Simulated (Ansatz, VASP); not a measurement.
## Cu: VASP beside Ansatz

```xyz
3
Lattice="4.0497 0.0000 0.0000 -2.0248 3.5071 0.0000 0.0000 0.0000 2.4324" Properties=species:S:1:pos:R:3 pbc="T T T"
Cu   -2.0248    3.5071    0.0000
Cu    0.0000    2.3381    1.2162
Cu    2.0248    1.1690    1.2162
```

Alike in both runs: functional PBEsol; k mesh 9 × 9 × 13; occupations fermi-dirac, width 0.1 eV; no spin polarisation.

Ansatz relaxed the structure, and its values are those at the end. VASP's run is a single point on that final structure, the one shown.

|  | VASP | Ansatz |
| --- | --- | --- |
| version | VASP 6.6.1 | Ansatz 0.2.0 |
| potentials or method | VASP PAW PBE potentials, release 64 (Cu), cutoff 520 eV | plane waves (420 eV) with PAW, scalar-relativistic |
| valence electrons in the cell | 33 | 57 |

Ansatz gave:

| Item | Value |
| --- | --- |
| pressure (GPa) | 0.0 |

Problem. Which values does VASP return?

Solution. Pressure (GPa): 0.9.

VASP's potentials were made for PBE, not for PBEsol, and Ansatz warns of the same on its side. VASP's potentials hold 33 valence electrons a cell and Ansatz's 57, so a difference there can come from the potentials and not from the codes.
